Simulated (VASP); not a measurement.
Wanted: the native input for a VASP 6.6.1 run.

```yaml
Task: single point
Functional: PBE
Potentials_or_basis: VASP PAW PBE potentials, release 64 (P)
Cutoff: 520 eV
k_mesh: 6 × 6 × 4
Occupations: gaussian, width 0.05 eV
Spin: no spin polarisation
Dipole_correction: no
Further_INCAR_settings: ALGO = Normal; EDIFF = 1e-06; NBANDS = 18
```

The structure of P lies in POSCAR:

```
P
1.0
    1.6477431241     -5.4650377251      0.0000000000
    1.6477431241      5.4650377251      0.0000000000
    0.0000000000      0.0000000000      4.5436355900
P
4
Direct
    0.9126190000      0.1071780000      0.5932420000
    0.0942290000      0.9063500000      0.4141000000
    0.5918150000      0.4067210000      0.0934990000
    0.4006760000      0.5827710000      0.9059460000
```

The input as run:

INCAR

```
SYSTEM = P
  PREC = Accurate
  ENCUT = 520
  EDIFF = 1E-6
  ISMEAR = 0
  SIGMA = 0.05
  LREAL = .FALSE.
  LASPH = .TRUE.
  NELM = 100
  ALGO = Normal
  ISIF = 2
  LWAVE = .FALSE.
  LCHARG = .FALSE.
  GGA = PE
  NBANDS = 18
```

KPOINTS

```
regular mesh
0
G
  6 6 4
  0 0 0
```

Potentials or basis: VASP PAW PBE potentials, release 64 (P).

Run with:

```bash
$ cat potpaw_PBE.64/P/POTCAR > POTCAR
$ mpirun -np 1 vasp_std > vasp.out
```

It gave:

The pressure is 3.6 GPa. The largest force is 1.424 eV/Å and the band gap on the k mesh is 0.31 eV.

Caveat: the cell stands under pressure; semilocal functionals underestimate gaps, and a narrow one can read as zero; forces of over 1 eV/Å act on the atoms, so gaps and moduli don't describe the material at rest.

It took 64 s on 1 thread of Intel(R) Xeon(R) Platinum 8559C (Emerald Rapids), on a shared host, peak memory 0.26 GiB.
